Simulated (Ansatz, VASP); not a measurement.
One calculation of Na4IN, two programs

```xyz
6
Lattice="0.0000 4.2047 4.2047 4.2047 0.0000 4.2047 4.2047 4.2047 0.0000" Properties=species:S:1:pos:R:3 pbc="T T T"
Na    5.2633    3.1462    3.1462
Na    3.1462    5.2633    3.1462
Na    3.1462    3.1462    5.2633
Na    5.2633    5.2633    5.2633
I     2.1024    2.1024    2.1024
N     0.0000    0.0000    0.0000
```

Change from the starting cell: species swapped into the ErInNi4 type (F-43m, No. 216).

Alike in both runs: functional PBE; k mesh 3 × 3 × 3; occupations gaussian, width 0.15 eV; no spin polarisation.

Ansatz relaxed the structure, and its values are those at the end. VASP's run is a single point on that final structure, the one shown.

|  | VASP | Ansatz |
| --- | --- | --- |
| version | VASP 6.6.1 | Ansatz 0.2.0 |
| potentials or method | VASP PAW PBE potentials, release 64 (Na_pv, I, N), cutoff 600 eV | scalar-relativistic, plane waves, PAW |
| valence electrons in the cell | 40 | 58 |

```csv
,VASP,Ansatz,Ansatz less VASP
gap on the k mesh at the Fermi level (eV),none,none,-
pressure (GPa),0.3,0.3,+0.02
rms of the force components (eV/Å),0.060,0.060,+0.0001
```

A gap of «none» marks a metal or a gap that the smearing closes. VASP's potentials hold 40 valence electrons a cell and Ansatz's 58, so a difference there can come from the potentials and not from the codes.

The k mesh is coarse, so the values compare programs but aren't converged. Neither program's run includes spin-orbit coupling.
